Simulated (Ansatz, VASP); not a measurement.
## Two plane-wave programs on MgI2

POSCAR

```
MgI2
1.0
    4.1537000000      0.0000000000      0.0000000000
   -2.0768500000      3.5972097197      0.0000000000
    0.0000000000      0.0000000000      6.8620000000
Mg I
1 2
Direct
    0.0000000000      0.0000000000      0.0000000000
    0.3333333333      0.6666666667      0.7576300000
    0.6666666667      0.3333333333      0.2423700000
```

File INCAR.step1:

```
SYSTEM = MgI2
ALGO = Normal
EDIFF = 1E-4
ENCUT = 520
GGA = PE
ISMEAR = 0
LASPH = .True.
LCHARG = .False.
LREAL = .False.
LWAVE = .True.
NBANDS = 15
NELM = 100
PREC = Accurate
SIGMA = 0.1
```

The input INCAR.step2:

```
SYSTEM = MgI2
ALGO = Normal
BPARAM = 11.95
CPARAM = 0.0093
EDIFF = 1E-7
ENCUT = 520
ISIF = 2
ISMEAR = 0
ISTART = 1
IVDW_NL = 2
LASPH = .True.
LCHARG = .False.
LMIXTAU = .True.
LREAL = .False.
LUSE_VDW = .True.
LWAVE = .False.
METAGGA = R2SCAN
NBANDS = 15
NELM = 100
PREC = Accurate
SIGMA = 0.1
```

The input KPOINTS:

```
k-points
0
Gamma
  6 6 4
  0 0 0
```

Input for Ansatz:

```yaml
crystal:
  lattice:
    - [4.1537, 0.0, 0.0]
    - [-2.07685, 3.5972097197, 0.0]
    - [0.0, 0.0, 6.862]
  atoms:
    - { symbol: Mg, position: [0.0, 0.0, 0.0] }
    - { symbol: I, position: [0.3333333333, 0.6666666667, 0.75763] }
    - { symbol: I, position: [0.6666666667, 0.3333333333, 0.24237] }
basis:
  ecutwfc: 500
kpoints:
  mp_grid: { grid: [6, 6, 4] }
hamiltonian:
  xc: r2scan
  dispersion: rvv10
scf:
  occupations: { method: gaussian, width: 0.1 }
output:
  forces: true
  stress: true
  eigenvalues: true
```

Alike in both runs: task single point; functional r2SCAN; dispersion rVV10; k mesh 6 × 6 × 4; occupations gaussian, width 0.1 eV; no spin polarisation.

|  | VASP | Ansatz |
| --- | --- | --- |
| version | VASP 6.6.1 | Ansatz 0.2.0 |
| potentials or method | VASP PAW PBE potentials, release 64 (Mg, I), cutoff 520 eV | scalar-relativistic, plane waves, PAW |
| valence electrons in the cell | 16 | 44 |

```tsv
	VASP	Ansatz	Ansatz less VASP
gap on the k mesh at the Fermi level (eV)	4.06	4.09	+0.032
least direct gap on the mesh (eV)	4.43	4.46	+0.029
pressure (GPa)	0.1	0.1	+0.01
traceless stress, the component that is largest in VASP (GPa)	0.06	0.06	-0.006
rms of the force components (eV/Å)	0.008	0.013	+0.0048
```

VASP's potentials were made for PBE, not for r2SCAN. Atom by atom the forces differ by 0.005 eV/Å (rms over components). VASP's potentials hold 16 valence electrons a cell and Ansatz's 44, so a difference there can come from the potentials and not from the codes.

Spin-orbit coupling is off throughout.
